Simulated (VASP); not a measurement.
# BiAs (Fm-3m) in VASP: further runs

The runs below take BiAs through single point, with PBE.

Program: VASP 6.6.1. These are calculated values, not measurements. Logs are shortened: lines on timing, memory, paths and dates and some standing lists are left out, and cuts for length are marked.

## Step 1: The cell of the first run

Symmetry: Fm-3m, No. 225, cubic system. Conventional cell: a = 6.033 Å, b = 6.033 Å, c = 6.033 Å, α = 90.00°, β = 90.00°, γ = 90.00°. Within 4.0 Å of Bi (site symmetry m-3m) lie 6 As at 3.02 Å. Within 4.0 Å of As (site symmetry m-3m) lie 6 Bi at 3.02 Å.

## Step 2: Single point, PBE

The input, INCAR:

```
SYSTEM = BiAs
PREC = Accurate ; ENCUT = 520
EDIFF = 1E-6 ; ISMEAR = 0
SIGMA = 0.1 ; LREAL = .False.
LASPH = .True. ; NELM = 100
ALGO = Normal ; ISIF = 2
LWAVE = .False. ; LCHARG = .True.
GGA = PE ; LELF = .True.
LVHAR = .True. ; NBANDS = 17
```

The input, KPOINTS:

```
regular mesh
0
Gamma
  16 16 16
  0 0 0
```

The input, POSCAR:

```
BiAs
1.0
    0.0000000000      3.0165952298      3.0165952298
    3.0165952298      0.0000000000      3.0165952298
    3.0165952298      3.0165952298      0.0000000000
Bi As
1 1
Direct
    0.5000000000      0.5000000000      0.5000000000
    0.0000000000      0.0000000000      0.0000000000
```

Potentials or basis: VASP PAW PBE potentials, release 64 (Bi_d, As).

Launch:

```sh
$ cat potpaw_PBE.64/Bi_d/POTCAR potpaw_PBE.64/As/POTCAR > POTCAR
$ mpirun -np 1 vasp_std > vasp.out
```

OUTCAR:

```text
SYSTEM = BiAs
   PREC = Accurate
   ENCUT = 520
   EDIFF = 1E-6
   ISMEAR = 0
   LREAL = .False.
   LASPH = .True.
   NELM = 100
   ISIF = 2
   GGA = PE

 ion  position               nearest neighbor table
   1  0.500  0.500  0.500-   2 3.02   2 3.02   2 3.02   2 3.02   2 3.02   2 3.02
   2  0.000  0.000  0.000-   1 3.02   1 3.02   1 3.02   1 3.02   1 3.02   1 3.02

  LATTYP: Found a face centered cubic cell.
 ALAT       =     6.0331904596

  Lattice vectors:

 A1 = (   0.0000000000,   3.0165952298,   3.0165952298)
 A2 = (   3.0165952298,   0.0000000000,   3.0165952298)
 A3 = (   3.0165952298,   3.0165952298,   0.0000000000)

Analysis of symmetry for initial positions (statically):
=====================================================================
 Subroutine PRICEL returns:
 Original cell was already a primitive cell.

 Routine SETGRP: Setting up the symmetry group for a
 face centered cubic supercell.

 Subroutine GETGRP returns: Found 48 space group operations
 (whereof 48 operations were pure point group operations)
 out of a pool of 48 trial point group operations.

The static configuration has the point symmetry O_h .

Analysis of symmetry for dynamics (positions and initial velocities):
=====================================================================
 Subroutine PRICEL returns:
 Original cell was already a primitive cell.

 Routine SETGRP: Setting up the symmetry group for a
 face centered cubic supercell.

 Subroutine GETGRP returns: Found 48 space group operations
 (whereof 48 operations were pure point group operations)
 out of a pool of 48 trial point group operations.

The dynamic configuration has the point symmetry O_h .

 Subroutine INISYM returns: Found 48 space group operations
 (whereof 48 operations are pure point group operations),
 and found     1 'primitive' translations

----------------------------------------------------------------------------------------

                                     Primitive cell

  volume of cell :      54.9011

  direct lattice vectors                    reciprocal lattice vectors
     0.000000000  3.016595230  3.016595230    -0.165749781  0.165749781  0.165749781
     3.016595230  0.000000000  3.016595230     0.165749781 -0.165749781  0.165749781
     3.016595230  3.016595230  0.000000000     0.165749781  0.165749781 -0.165749781

  length of vectors
     4.266109886  4.266109886  4.266109886     0.287087043  0.287087043  0.287087043

  position of ions in fractional coordinates (direct lattice)
     0.500000000  0.500000000  0.500000000
     0.000000000  0.000000000  0.000000000

  ion indices of the primitive-cell ions
   primitive index   ion index
                 1           1
                 2           2

----------------------------------------------------------------------------------------

 KPOINTS: regular mesh

Automatic generation of k-mesh.
 Grid dimensions read from file:
 generate k-points for:   16   16   16

 Generating k-lattice:

  Cartesian coordinates                     Fractional coordinates (reciprocal lattice)
    -0.010359361  0.010359361  0.010359361     0.062500000  0.000000000  0.000000000
     0.010359361 -0.010359361  0.010359361     0.000000000  0.062500000  0.000000000
     0.010359361  0.010359361 -0.010359361     0.000000000  0.000000000  0.062500000

  Length of vectors
     0.017942940  0.017942940  0.017942940

  Shift w.r.t. Gamma in fractional coordinates (k-lattice)
     0.000000000  0.000000000  0.000000000

 Subroutine IBZKPT returns following result:
 ===========================================

 Found    145 irreducible k-points:

 Following reciprocal coordinates:
            Coordinates               Weight
  0.000000  0.000000  0.000000      1.000000
  0.062500  0.000000  0.000000      8.000000
  0.125000  0.000000  0.000000      8.000000
  0.187500  0.000000  0.000000      8.000000
  0.250000  0.000000  0.000000      8.000000
  0.312500  0.000000  0.000000      8.000000
[... 16 lines left out ...]
 -0.125000  0.062500  0.000000     24.000000
 -0.062500  0.062500  0.000000     12.000000
 [... further k-points ...]
   k-points           NKPTS =    145   k-points in BZ     NKDIM =    145   number of bands    NBANDS=     17
   number of dos      NEDOS =    301   number of ions     NIONS =      2
   total plane-waves  NPLWV =  32768
   dimension x,y,z NGX =    32 NGY =   32 NGZ =   32
   dimension x,y,z NGXF=    64 NGYF=   64 NGZF=   64
   ions per type =               1   1
   NGX,Y,Z   is equivalent  to a cutoff of  12.47, 12.47, 12.47 a.u.
   NGXF,Y,Z  is equivalent  to a cutoff of  24.94, 24.94, 24.94 a.u.
 SYSTEM =  BiAs
   PREC   = accura    normal or accurate (medium, high low for compatibility)
   ISTART =      0    job   : 0-new  1-cont  2-samecut
   ICHARG =      2    charge: 1-file 2-atom 10-const
   ISPIN  =      1    spin polarized calculation?
   LNONCOLLINEAR =      F non collinear calculations
   LSORBIT =      F    spin-orbit coupling
   LASPH  =      T    aspherical Exc in radial PAW
   ENCUT  =  520.0 eV  38.22 Ry    6.18 a.u.   7.93  7.93  7.93*2*pi/ulx,y,z
   NELM   =    100;   NELMIN=  2; NELMDL= -5     # of ELM steps
   EDIFF  = 0.1E-05   stopping-criterion for ELM
   LREAL  =      F    real-space projection
   EDIFFG = 0.1E-04   stopping-criterion for IOM
   NSW    =      0    number of steps for IOM
   IBRION =     -1    ionic relax: 0-MD 1-quasi-New 2-CG
   NFREE  =      0    steps in history (QN), initial steepest desc. (CG)
   ISIF   =      2    stress and relaxation
   ISYM   =      2    0-nonsym 1-usesym 2-fastsym
   POTIM  = 0.5000    time-step for ionic-motion
   TEBEG  =    0.0;   TEEND  =   0.0 temperature during run
   PSTRESS=    0.0 pullay stress
   NELECT =      20.0000    total number of electrons
   NUPDOWN=      -1.0000    fix difference up-down
   EMIN   =  10.00;   EMAX   =-10.00  energy-range for DOS
   EFERMI =   0.00;   METHOD = LEGACY
   ISMEAR =     0;   SIGMA  =   0.10  broadening in eV -4-tet -1-fermi 0-gaus
   EFERMI_NEDOS =   21; number of points for ismear=-14 and -15
   IALGO  =     38    algorithm
   IMIX   =      4    mixing-type and parameters
     AMIX     =   0.40;   BMIX     =  1.00
     AMIX_MAG =   1.60;   BMIX_MAG =  1.00
  volume/ion in A,a.u.               =      27.45       185.25
  Fermi-wavevector in a.u.,A,eV,Ry     =   1.169206  2.209479 18.599752  1.367043
  Thomas-Fermi vector in A             =   2.305682
   LORBIT       =      0    0 simple, 1 ext, 2 COOP (PROOUT), +10 PAW based schemes
   GGA     = PE    functional components
   LHFCALC =     F    Hartree Fock is set to
   AEXX    =    0.0000 exact exchange contribution
   IVDW    =     0    specifies the selected vdW correction
   LEPSILON=     F    determine dielectric tensor
   LRPA    =     F    only Hartree local field effects (RPA)
 non-spin polarized calculation
 Gauss-broadening in eV      SIGMA  =   0.10
  energy-cutoff  :      520.00
  volume of cell :       54.90
 maximum number of plane-waves:      1496
   NGX = 15   NGY = 15   NGZ = 15

 number of electron      19.9999999 magnetization

 Free energy of the ion-electron system (eV)
  ---------------------------------------------------
  ext. energy  EPLUGINS =         0.00000000
  ---------------------------------------------------
  free energy    TOTEN  =        -8.52367124 eV

  energy without entropy =       -8.52238091  energy(sigma->0) =       -8.52302608

 E-fermi :   6.1526     XC(G=0):  -9.9149

 val. band max:        6.1364754397   @ k =  -0.1875   0.1875   0.0000
 cond. band min:       6.1855925751   @ k =  -0.3750   0.0625   0.0000
 fundamental gap:      0.0491171354
 Fermi energy:         6.1526212578

 k-point     1 :       0.0000    0.0000    0.0000
  band No.  band energies     occupation
      1     -16.8893      2.00000
      2     -16.8893      2.00000
      3     -16.8893      2.00000
      4     -16.8876      2.00000
      5     -16.8876      2.00000
      6      -7.4541      2.00000
[... 9 lines left out ...]
     16      11.9539      0.00000
     17      13.6960      0.00000

 k-point     2 :       0.0625    0.0000    0.0000
  band No.  band energies     occupation
      1     -16.8891      2.00000
      2     -16.8889      2.00000
      3     -16.8889      2.00000
      4     -16.8876      2.00000
      5     -16.8876      2.00000
      6      -7.4112      2.00000
[... 9 lines left out ...]
     16      12.0408      0.00000
     17      14.0817      0.00000

 k-point     3 :       0.1250    0.0000    0.0000
  band No.  band energies     occupation
      1     -16.8894      2.00000
      2     -16.8894      2.00000
      3     -16.8887      2.00000
      4     -16.8863      2.00000
      5     -16.8863      2.00000
      6      -7.2825      2.00000
[... 9 lines left out ...]
     16      12.2901      0.00000
     17      14.9341      0.00000

 k-point     4 :       0.1875    0.0000    0.0000
  band No.  band energies     occupation
      1     -16.8909      2.00000
      2     -16.8909      2.00000
      3     -16.8881      2.00000
      4     -16.8836      2.00000
      5     -16.8836      2.00000
      6      -7.0693      2.00000
[... 9 lines left out ...]
     16      12.6872      0.00000
     17      15.9443      0.00000

 k-point     5 :       0.2500    0.0000    0.0000
  band No.  band energies     occupation
      1     -16.8927      2.00000
      2     -16.8927      2.00000
      3     -16.8874      2.00000
      4     -16.8803      2.00000
      5     -16.8803      2.00000
      6      -6.7735      2.00000
[... 9 lines left out ...]
     16      13.2219      0.00000
     17      16.9923      0.00000

 k-point     6 :       0.3125    0.0000    0.0000
  band No.  band energies     occupation
      1     -16.8946      2.00000
      2     -16.8946      2.00000
      3     -16.8867      2.00000
      4     -16.8771      2.00000
      5     -16.8771      2.00000
      6      -6.3983      2.00000
[... 9 lines left out ...]
     16      13.8815      0.00000
     17      17.6863      0.00000

 k-point     7 :       0.3750    0.0000    0.0000
  band No.  band energies     occupation
      1     -16.8962      2.00000
      2     -16.8962      2.00000
      3     -16.8862      2.00000
      4     -16.8743      2.00000
      5     -16.8743      2.00000
      6      -5.9498      2.00000
[... 9 lines left out ...]
     16      14.6456      0.00000
     17      17.3998      0.00000

 k-point     8 :       0.4375    0.0000    0.0000
  band No.  band energies     occupation
      1     -16.8972      2.00000
      2     -16.8972      2.00000
      3     -16.8858      2.00000
      4     -16.8724      2.00000
      5     -16.8724      2.00000
      6      -5.4432      2.00000
[... 9 lines left out ...]
     16      15.4585      0.00000
     17      16.4900      0.00000
[... 203 lines left out ...]
      1     -16.8964      2.00000
      2     -16.8964      2.00000
      3     -16.8857      2.00000
      4     -16.8744      2.00000
      5     -16.8731      2.00000
      6      -5.7545      2.00000
[... 9 lines left out ...]
     16      15.6830      0.00000
     17      16.7553      0.00000

 k-point    20 :      -0.3125    0.0625    0.0000
  band No.  band energies     occupation
      1     -16.8952      2.00000
      2     -16.8948      2.00000
      3     -16.8863      2.00000
      4     -16.8772      2.00000
      5     -16.8750      2.00000
      6      -6.2225      2.00000
[... 9 lines left out ...]
     16      14.8789      0.00000
     17      17.3267      0.00000

 k-point    21 :      -0.2500    0.0625    0.0000
  band No.  band energies     occupation
      1     -16.8936      2.00000
      2     -16.8929      2.00000
      3     -16.8871      2.00000
      4     -16.8805      2.00000
      5     -16.8778      2.00000
      6      -6.6212      2.00000
[... 9 lines left out ...]
     16      14.1194      0.00000
     17      16.5673      0.00000

 k-point    22 :      -0.1875    0.0625    0.0000
  band No.  band energies     occupation
      1     -16.8918      2.00000
      2     -16.8911      2.00000
      3     -16.8880      2.00000
      4     -16.8838      2.00000
      5     -16.8808      2.00000
      6      -6.9428      2.00000
[... 9 lines left out ...]
     16      13.4513      0.00000
     17      15.5709      0.00000

 k-point    23 :      -0.1250    0.0625    0.0000
  band No.  band energies     occupation
      1     -16.8900      2.00000
      2     -16.8896      2.00000
      3     -16.8887      2.00000
      4     -16.8865      2.00000
      5     -16.8838      2.00000
      6      -7.1831      2.00000
[... 9 lines left out ...]
     16      12.8834      0.00000
     17      14.7730      0.00000

 k-point    24 :      -0.0625    0.0625    0.0000
  band No.  band energies     occupation
      1     -16.8891      2.00000
      2     -16.8888      2.00000
      3     -16.8886      2.00000
      4     -16.8883      2.00000
      5     -16.8862      2.00000
      6      -7.3397      2.00000
[... 9 lines left out ...]
     16      12.4103      0.00000
     17      14.3801      0.00000

 [... further k-points ...]
[... 5 lines left out ...]
  --------------------------------------------------------------------------------------
  -------------------------------------------------------------------------------------
  Total       -0.0048696     -0.0048696     -0.0048696     -0.0000000      0.0000000      0.0000000
  in kB       -0.1421095     -0.1421095     -0.1421095     -0.0000000      0.0000000      0.0000000
  external PRESSURE =      -0.1421095 kB  Pullay stress =       0.0000000 kB

 VOLUME and BASIS-vectors are now :
 -----------------------------------------------------------------------------
  energy-cutoff  :      520.00
  volume of cell :       54.90
      direct lattice vectors                 reciprocal lattice vectors
     0.000000000  3.016595230  3.016595230    -0.165749781  0.165749781  0.165749781
     3.016595230  0.000000000  3.016595230     0.165749781 -0.165749781  0.165749781
     3.016595230  3.016595230  0.000000000     0.165749781  0.165749781 -0.165749781

 POSITION                                       TOTAL-FORCE (eV/Angst)
 -----------------------------------------------------------------------------------
      3.01660      3.01660      3.01660        -0.000000     -0.000000     -0.000000
      0.00000      0.00000      0.00000         0.000000      0.000000      0.000000
 -----------------------------------------------------------------------------------
    total drift:                               -0.000000     -0.000000      0.000000

  FREE ENERGIE OF THE ION-ELECTRON SYSTEM (eV)
  ---------------------------------------------------
  free  energy   TOTEN  =        -8.5236712441 eV

  energy  without entropy=       -8.5223809120  energy(sigma->0) =       -8.52302608
```

It took 32 s on 1 thread of Intel Xeon 6975P-C (Granite Rapids), shared host; peak memory 0.27 GiB.

Results:

- Free energy: -8.5237 eV
- Pressure: 0.0 GPa
- Band gap on the k mesh: zero (band 10 reaches 6.14 eV, above the bottom of band 11 at 6.12 eV)

Caveat: spin-orbit coupling is left out, which moves the levels of the heavy elements.

(Part 1 of 2 ends here.)
